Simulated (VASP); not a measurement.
A run of VASP 6.6.1 is set up as follows.

The input INCAR:

```
ALGO     = Normal         # electronic algorithm
EDIFF    = 1E-6           # SCF threshold, eV
ENCUT    = 600            # plane-wave cutoff, eV
GGA      = PE             # functional
GGA_COMPAT= False        
ISIF     = 2              # what is computed and relaxed
ISMEAR   = 0              # smearing method
LASPH    = True           # aspherical terms in the spheres
LCHARG   = False          # write CHGCAR
LREAL    = False          # projectors in reciprocal space
LWAVE    = False          # write WAVECAR
NBANDS   = 25             # bands
NELM     = 120            # most SCF steps
PREC     = Accurate       # precision mode
SIGMA    = 0.1            # smearing width, eV
```

KPOINTS

```
k-points
0
Gamma
  12 12 8
```

The input POSCAR:

```
Ca2SiN2
1.0
    5.5715167113      0.0000000000      0.0000000000
   -2.7857583556      4.8250750096      0.0000000000
    0.0000000000      0.0000000000      5.1141389997
Ca Si N
2 1 2
Direct
    0.3333333333      0.6666666667      0.5000000000
    0.6666666667      0.3333333333      0.5000000000
    0.0000000000      0.0000000000      0.5000000000
    0.0000000000      0.0000000000      0.1147204123
    0.0000000000      0.0000000000      0.8852795877
```

Potentials or basis: VASP PAW PBE potentials, release 64 (Ca_sv, Si, N).

Command:

```bash
$ cat potpaw_PBE.64/Ca_sv/POTCAR potpaw_PBE.64/Si/POTCAR potpaw_PBE.64/N/POTCAR > POTCAR
$ mpirun -np 1 vasp_std > vasp.out
```

(1) Predict the largest force.

(2) What does it give for the pressure?

(3) Estimate the band gap on the k mesh.

## Answers

(1) 0.560 eV/Å.

(2) 0.2 GPa.

(3) zero (bands 17 and 18 overlap by 0.86 eV).

Caveat: the standard files for N, O and F lose accuracy on very short bonds.
